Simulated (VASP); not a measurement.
HfSiO4: single point with PBE

HfSiO4:

```
Hf Si O
1.0
     3.61316    0.00000    0.00000
    -1.80658    3.12909    0.00000
     0.00000    0.00000    5.54770
Hf Si O
1 1 4
Cartesian
  0.0000 0.0000 2.7739
  0.0000 0.0000 0.0000
  1.8066 1.0430 1.5183
  0.0000 2.0861 4.0294
  0.0000 2.0861 1.5183
  1.8066 1.0430 4.0294
```

The cell was generated, and may not be a known phase.

```json
{
 "Program": "VASP 6.6.1",
 "Task": "single point",
 "Functional": "PBE",
 "Potentials or basis": "VASP PAW PBE potentials, release 64 (Hf_pv, Si, O)",
 "Cutoff": "520 eV",
 "k mesh": "6 × 6 × 4",
 "Occupations": "gaussian, width 0.1 eV",
 "Spin": "no spin polarisation"
}
```

```yaml
Pressure: -1.5 GPa
Largest_force: 0.051 eV/Å
Band_gap_on_the_k_mesh: zero (bands 19 and 20 overlap by 1.61 eV)
```

Forces in eV/Å, atoms in the order of the input:
```
Hf   0.000  0.000  0.000
Si   0.000  0.000  0.000
O    0.000  0.000  0.051
O    0.000  0.000 -0.051
O    0.000  0.000  0.051
O    0.000  0.000 -0.051
```

Levels at points of the mesh, in eV from the Fermi level:
| k point | band 17 | band 18 | band 19 | band 20 | band 21 | band 22 |
| --- | --- | --- | --- | --- | --- | --- |
| (0.00, 0.00, 0.00) | -2.05 | -1.51 | -1.51 | 0.02 | 1.75 | 2.50 |
| (0.50, 0.00, 0.00) | -0.89 | -0.78 | -0.36 | 0.69 | 2.87 | 3.22 |
| (0.00, 0.00, 0.50) | -0.98 | -0.98 | -0.59 | -0.55 | -0.34 | 4.30 |
| (0.50, 0.00, 0.50) | -0.72 | -0.67 | -0.30 | 0.61 | 0.61 | 3.67 |

Run time: 19 s on 1 thread of Intel(R) Xeon(R) 6975P-C (Granite Rapids), with other jobs on the host, peak memory 0.19 GiB.

Caveat: spin-orbit coupling is left out, which moves the levels of the heavy elements.
